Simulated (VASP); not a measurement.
# BP (F-43m) in VASP: notebook

The runs below take BP through single point, with PBE.

Everything below comes from runs of VASP 6.6.1. Logs are shortened: lines on timing, memory, paths and dates and some standing lists are left out, and cuts for length are marked.

### Step 1. The cell of the first run

The structure is cubic, space group F-43m (No. 216). The conventional cell has a = 4.548 Å, b = 4.548 Å, c = 4.548 Å, α = 90.00°, β = 90.00°, γ = 90.00°. Within 2.6 Å of B (site symmetry -43m) lie 4 P at 1.97 Å. Within 2.6 Å of P (site symmetry -43m) lie 4 B at 1.97 Å.

### Step 2. Single point, PBE

Input file INCAR:

```
SYSTEM = BP
  PREC = Accurate
  ENCUT = 500
  EDIFF = 1E-6
  ISMEAR = 0
  SIGMA = 0.01
  LREAL = .False.
  LASPH = .True.
  NELM = 120
  ALGO = Normal
  ISIF = 2
  LWAVE = .False.
  LCHARG = .True.
  GGA = PE
  LELF = .True.
  LVHAR = .True.
  NBANDS = 11
  GGA_COMPAT = .False.
```

Input file KPOINTS:

```
regular mesh
0
Gamma
  8 8 8
  0 0 0
```

Input file POSCAR:

```
BP
1.0
    0.0000000000      2.2742185840      2.2742185840
    2.2742185840      0.0000000000      2.2742185840
    2.2742185840      2.2742185840      0.0000000000
B P
1 1
Direct
    0.0000000000      0.0000000000      0.0000000000
    0.2500000000      0.2500000000      0.2500000000
```

Potentials or basis: VASP PAW PBE potentials, release 64 (B, P).

Launch:

```sh
$ cat potpaw_PBE.64/B/POTCAR potpaw_PBE.64/P/POTCAR > POTCAR
$ mpirun -np 1 vasp_std > vasp.out
```

OUTCAR:

```text
SYSTEM = BP
   PREC = Accurate
   ENCUT = 500
   EDIFF = 1E-6
   ISMEAR = 0
   LREAL = .False.
   LASPH = .True.
   NELM = 120
   ISIF = 2
   GGA = PE

 ion  position               nearest neighbor table
   1  0.000  0.000  0.000-   2 1.97   2 1.97   2 1.97   2 1.97
   2  0.250  0.250  0.250-   1 1.97   1 1.97   1 1.97   1 1.97

  LATTYP: Found a face centered cubic cell.
 ALAT       =     4.5484371680

  Lattice vectors:

 A1 = (   0.0000000000,   2.2742185840,   2.2742185840)
 A2 = (   2.2742185840,   0.0000000000,   2.2742185840)
 A3 = (   2.2742185840,   2.2742185840,   0.0000000000)

Analysis of symmetry for initial positions (statically):
=====================================================================
 Subroutine PRICEL returns:
 Original cell was already a primitive cell.

 Routine SETGRP: Setting up the symmetry group for a
 face centered cubic supercell.

 Subroutine GETGRP returns: Found 24 space group operations
 (whereof 24 operations were pure point group operations)
 out of a pool of 48 trial point group operations.

The static configuration has the point symmetry T_d .

Analysis of symmetry for dynamics (positions and initial velocities):
=====================================================================
 Subroutine PRICEL returns:
 Original cell was already a primitive cell.

 Routine SETGRP: Setting up the symmetry group for a
 face centered cubic supercell.

 Subroutine GETGRP returns: Found 24 space group operations
 (whereof 24 operations were pure point group operations)
 out of a pool of 48 trial point group operations.

The dynamic configuration has the point symmetry T_d .

 Subroutine INISYM returns: Found 24 space group operations
 (whereof 24 operations are pure point group operations),
 and found     1 'primitive' translations

----------------------------------------------------------------------------------------

                                     Primitive cell

  volume of cell :      23.5248

  direct lattice vectors                    reciprocal lattice vectors
     0.000000000  2.274218584  2.274218584    -0.219855736  0.219855736  0.219855736
     2.274218584  0.000000000  2.274218584     0.219855736 -0.219855736  0.219855736
     2.274218584  2.274218584  0.000000000     0.219855736  0.219855736 -0.219855736

  length of vectors
     3.216230765  3.216230765  3.216230765     0.380801305  0.380801305  0.380801305

  position of ions in fractional coordinates (direct lattice)
     0.000000000  0.000000000  0.000000000
     0.250000000  0.250000000  0.250000000

  ion indices of the primitive-cell ions
   primitive index   ion index
                 1           1
                 2           2

----------------------------------------------------------------------------------------

 KPOINTS: regular mesh

Automatic generation of k-mesh.
 Grid dimensions read from file:
 generate k-points for:    8    8    8

 Generating k-lattice:

  Cartesian coordinates                     Fractional coordinates (reciprocal lattice)
    -0.027481967  0.027481967  0.027481967     0.125000000  0.000000000  0.000000000
     0.027481967 -0.027481967  0.027481967     0.000000000  0.125000000  0.000000000
     0.027481967  0.027481967 -0.027481967     0.000000000  0.000000000  0.125000000

  Length of vectors
     0.047600163  0.047600163  0.047600163

  Shift w.r.t. Gamma in fractional coordinates (k-lattice)
     0.000000000  0.000000000  0.000000000

 Subroutine IBZKPT returns following result:
 ===========================================

 Found     29 irreducible k-points:

 Following reciprocal coordinates:
            Coordinates               Weight
  0.000000  0.000000  0.000000      1.000000
  0.125000  0.000000  0.000000      8.000000
  0.250000  0.000000  0.000000      8.000000
  0.375000  0.000000  0.000000      8.000000
  0.500000  0.000000  0.000000      4.000000
  0.125000  0.125000  0.000000      6.000000
[... 16 lines left out ...]
  0.500000  0.250000  0.125000     48.000000
 -0.375000  0.250000  0.125000     24.000000
 [... further k-points ...]
   k-points           NKPTS =     29   k-points in BZ     NKDIM =     29   number of bands    NBANDS=     11
   number of dos      NEDOS =    301   number of ions     NIONS =      2
   total plane-waves  NPLWV =  13824
   dimension x,y,z NGX =    24 NGY =   24 NGZ =   24
   dimension x,y,z NGXF=    48 NGYF=   48 NGZF=   48
   ions per type =               1   1
   NGX,Y,Z   is equivalent  to a cutoff of  12.41, 12.41, 12.41 a.u.
   NGXF,Y,Z  is equivalent  to a cutoff of  24.81, 24.81, 24.81 a.u.
 SYSTEM =  BP
   PREC   = accura    normal or accurate (medium, high low for compatibility)
   ISTART =      0    job   : 0-new  1-cont  2-samecut
   ICHARG =      2    charge: 1-file 2-atom 10-const
   ISPIN  =      1    spin polarized calculation?
   LNONCOLLINEAR =      F non collinear calculations
   LSORBIT =      F    spin-orbit coupling
   LASPH  =      T    aspherical Exc in radial PAW
   ENCUT  =  500.0 eV  36.75 Ry    6.06 a.u.   5.86  5.86  5.86*2*pi/ulx,y,z
   NELM   =    120;   NELMIN=  2; NELMDL= -5     # of ELM steps
   EDIFF  = 0.1E-05   stopping-criterion for ELM
   LREAL  =      F    real-space projection
   EDIFFG = 0.1E-04   stopping-criterion for IOM
   NSW    =      0    number of steps for IOM
   IBRION =     -1    ionic relax: 0-MD 1-quasi-New 2-CG
   NFREE  =      0    steps in history (QN), initial steepest desc. (CG)
   ISIF   =      2    stress and relaxation
   ISYM   =      2    0-nonsym 1-usesym 2-fastsym
   POTIM  = 0.5000    time-step for ionic-motion
   TEBEG  =    0.0;   TEEND  =   0.0 temperature during run
   PSTRESS=    0.0 pullay stress
   NELECT =       8.0000    total number of electrons
   NUPDOWN=      -1.0000    fix difference up-down
   EMIN   =  10.00;   EMAX   =-10.00  energy-range for DOS
   EFERMI =   0.00;   METHOD = LEGACY
   ISMEAR =     0;   SIGMA  =   0.01  broadening in eV -4-tet -1-fermi 0-gaus
   EFERMI_NEDOS =   21; number of points for ismear=-14 and -15
   IALGO  =     38    algorithm
   IMIX   =      4    mixing-type and parameters
     AMIX     =   0.40;   BMIX     =  1.00
     AMIX_MAG =   1.60;   BMIX_MAG =  1.00
  volume/ion in A,a.u.               =      11.76        79.38
  Fermi-wavevector in a.u.,A,eV,Ry     =   1.142692  2.159375 17.765748  1.305746
  Thomas-Fermi vector in A             =   2.279389
   LORBIT       =      0    0 simple, 1 ext, 2 COOP (PROOUT), +10 PAW based schemes
   GGA     = PE    functional components
   LHFCALC =     F    Hartree Fock is set to
   AEXX    =    0.0000 exact exchange contribution
   IVDW    =     0    specifies the selected vdW correction
   LEPSILON=     F    determine dielectric tensor
   LRPA    =     F    only Hartree local field effects (RPA)
 non-spin polarized calculation
 Gauss-broadening in eV      SIGMA  =   0.01
  energy-cutoff  :      500.00
  volume of cell :       23.52
 maximum number of plane-waves:       610
   NGX = 11   NGY = 11   NGZ = 11

 number of electron       8.0000000 magnetization

 Free energy of the ion-electron system (eV)
  ---------------------------------------------------
  ext. energy  EPLUGINS =         0.00000000
  ---------------------------------------------------
  free energy    TOTEN  =       -12.92869640 eV

  energy without entropy =      -12.92869640  energy(sigma->0) =      -12.92869640

 E-fermi :   7.3974     XC(G=0): -10.8772

 val. band max:        7.3523307216   @ k =   0.0000   0.0000   0.0000
 cond. band min:       8.6299202282   @ k =   0.3750   0.3750   0.0000
 fundamental gap:      1.2775895066
 Fermi energy:         7.3974040283

 k-point     1 :       0.0000    0.0000    0.0000
  band No.  band energies     occupation
      1      -8.0470      2.00000
      2       7.3523      2.00000
      3       7.3523      2.00000
      4       7.3523      2.00000
      5      10.7426      0.00000
      6      10.7426      0.00000
      7      10.7426      0.00000
      8      14.6219      0.00000
      9      18.8187      0.00000
     10      19.4610      0.00000
     11      19.4610      0.00000

 k-point     2 :       0.1250    0.0000    0.0000
  band No.  band energies     occupation
      1      -7.7675      2.00000
      2       5.5048      2.00000
      3       6.9268      2.00000
      4       6.9268      2.00000
      5      11.2671      0.00000
      6      11.3313      0.00000
      7      11.3313      0.00000
      8      15.4205      0.00000
      9      18.5596      0.00000
     10      18.5596      0.00000
     11      19.6480      0.00000

 k-point     3 :       0.2500    0.0000    0.0000
  band No.  band energies     occupation
      1      -6.9480      2.00000
      2       2.5269      2.00000
      3       6.2411      2.00000
      4       6.2411      2.00000
      5      11.3208      0.00000
      6      12.1010      0.00000
      7      12.1010      0.00000
      8      16.8980      0.00000
      9      18.3005      0.00000
     10      18.3005      0.00000
     11      20.3412      0.00000

 k-point     4 :       0.3750    0.0000    0.0000
  band No.  band energies     occupation
      1      -5.6956      2.00000
      2      -0.1825      2.00000
      3       5.7659      2.00000
      4       5.7659      2.00000
      5      11.1630      0.00000
      6      12.1642      0.00000
      7      12.1642      0.00000
      8      17.4842      0.00000
      9      19.9450      0.00000
     10      19.9450      0.00000
     11      21.1080      0.00000

 k-point     5 :       0.5000    0.0000    0.0000
  band No.  band energies     occupation
      1      -4.7495      2.00000
      2      -1.6320      2.00000
      3       5.6031      2.00000
      4       5.6031      2.00000
      5      11.0928      0.00000
      6      12.0611      0.00000
      7      12.0611      0.00000
      8      17.4550      0.00000
      9      21.9334      0.00000
     10      21.9334      0.00000
     11      22.1148      0.00000
[... 211 lines left out ...]
 k-point    21 :       0.5000    0.5000    0.0000
  band No.  band energies     occupation
      1      -3.2289      2.00000
      2      -1.1952      2.00000
      3       3.2627      2.00000
      4       3.2627      2.00000
      5       8.6978      0.00000
      6       9.0176      0.00000
      7      19.4116      0.00000
      8      19.4116      0.00000
      9      22.5011      0.00000
     10      24.0656      0.00000
     11      25.2747      0.00000

 k-point    22 :       0.3750    0.2500    0.1250
  band No.  band energies     occupation
      1      -6.2291      2.00000
      2       2.4319      2.00000
      3       3.5819      2.00000
      4       5.3846      2.00000
      5      10.8066      0.00000
      6      13.3381      0.00000
      7      13.5396      0.00000
      8      14.8402      0.00000
      9      18.9008      0.00000
     10      21.1973      0.00000
     11      22.8832      0.00000

 k-point    23 :       0.5000    0.2500    0.1250
  band No.  band energies     occupation
      1      -5.0078      2.00000
      2       0.2820      2.00000
      3       2.9285      2.00000
      4       4.6220      2.00000
      5      11.4537      0.00000
      6      12.8037      0.00000
      7      14.6454      0.00000
      8      15.6563      0.00000
      9      19.7225      0.00000
     10      20.7128      0.00000
     11      24.3559      0.00000

 k-point    24 :      -0.3750    0.2500    0.1250
  band No.  band energies     occupation
      1      -4.0954      2.00000
      2      -1.0531      2.00000
      3       2.8471      2.00000
      4       4.2568      2.00000
      5      11.5435      0.00000
      6      12.5272      0.00000
      7      15.6171      0.00000
      8      17.0987      0.00000
      9      17.7766      0.00000
     10      21.7257      0.00000
     11      24.1502      0.00000

 [... further k-points ...]
[... 5 lines left out ...]
  --------------------------------------------------------------------------------------
  -------------------------------------------------------------------------------------
  Total       -0.0298978     -0.0298978     -0.0298978      0.0000000      0.0000000     -0.0000000
  in kB       -2.0362154     -2.0362154     -2.0362154      0.0000000      0.0000000     -0.0000000
  external PRESSURE =      -2.0362154 kB  Pullay stress =       0.0000000 kB

 VOLUME and BASIS-vectors are now :
 -----------------------------------------------------------------------------
  energy-cutoff  :      500.00
  volume of cell :       23.52
      direct lattice vectors                 reciprocal lattice vectors
     0.000000000  2.274218584  2.274218584    -0.219855736  0.219855736  0.219855736
     2.274218584  0.000000000  2.274218584     0.219855736 -0.219855736  0.219855736
     2.274218584  2.274218584  0.000000000     0.219855736  0.219855736 -0.219855736

 POSITION                                       TOTAL-FORCE (eV/Angst)
 -----------------------------------------------------------------------------------
      0.00000      0.00000      0.00000        -0.000000      0.000000     -0.000000
      1.13711      1.13711      1.13711         0.000000     -0.000000      0.000000
 -----------------------------------------------------------------------------------
    total drift:                                0.000000      0.000000      0.000000

  FREE ENERGIE OF THE ION-ELECTRON SYSTEM (eV)
  ---------------------------------------------------
  free  energy   TOTEN  =       -12.9286963988 eV

  energy  without entropy=      -12.9286963988  energy(sigma->0) =      -12.92869640
```

It took 9.3 s on 1 thread of AMD EPYC 7R43 (Zen 3), shared host; peak memory 0.1 GiB.

What came out:

```
Free energy            : -12.9287 eV
Pressure               : -0.2 GPa
Band gap on the k mesh : 1.28 eV, indirect (least direct gap 3.39 eV)
```

Levels at points of the mesh, in eV from the valence-band top:
| k point | band 2 | band 3 | band 4 | band 5 | band 6 | band 7 |
| --- | --- | --- | --- | --- | --- | --- |
| (0.00, 0.00, 0.00) | 0.00 | 0.00 | 0.00 | 3.39 | 3.39 | 3.39 |
| (0.50, 0.00, 0.00) | -8.98 | -1.75 | -1.75 | 3.74 | 4.71 | 4.71 |
| (0.50, 0.50, 0.00) | -8.55 | -4.09 | -4.09 | 1.35 | 1.67 | 12.06 |

A k mesh can miss the band edges.

### Step 3. Single point, PBE (volume changed by -3%)

Input file INCAR:

```
SYSTEM = BP
PREC = Accurate
ENCUT = 500
EDIFF = 1E-6
ISMEAR = 0
SIGMA = 0.01
LREAL = .FALSE.
LASPH = .TRUE.
NELM = 120
ALGO = Normal
ISIF = 2
LWAVE = .FALSE.
LCHARG = .FALSE.
GGA = PE
NBANDS = 11
GGA_COMPAT = .FALSE.
```

Input file KPOINTS:

```
regular mesh
0
G
  8 8 8
  0 0 0
```

Input file POSCAR:

```
BP
1.0
    0.0000000000      2.2512451084      2.2512451084
    2.2512451084      0.0000000000      2.2512451084
    2.2512451084      2.2512451084      0.0000000000
B P
1 1
Direct
    0.0000000000      0.0000000000      0.0000000000
    0.2500000000      0.2500000000      0.2500000000
```

Potentials or basis: VASP PAW PBE potentials, release 64 (B, P).

Launch:

```sh
$ cat potpaw_PBE.64/B/POTCAR potpaw_PBE.64/P/POTCAR > POTCAR
$ mpirun -np 1 vasp_std > vasp.out
```

Wall time 7.9 s (1 thread of AMD EPYC 7R43 (Zen 3), shared host); peak memory 0.09 GiB.

The run converged. Its results:

```yaml
Free_energy: -12.9182 eV
Pressure: 5.0 GPa
Band_gap_on_the_k_mesh: 1.24 eV, indirect (least direct gap 3.44 eV)
```

Levels at points of the mesh, in eV from the valence-band top:
```csv
k point,band 1,band 2,band 3,band 4,band 5,band 6,band 7,band 8
"(0.00, 0.00, 0.00)",-15.67,0.00,0.00,0.00,3.44,3.44,3.44,7.74
"(0.50, 0.00, 0.00)",-12.26,-9.20,-1.79,-1.79,3.92,4.73,4.73,10.21
"(0.50, 0.50, 0.00)",-10.69,-8.71,-4.20,-4.20,1.28,1.64,12.35,12.35
```

 A k mesh can miss the band edges.
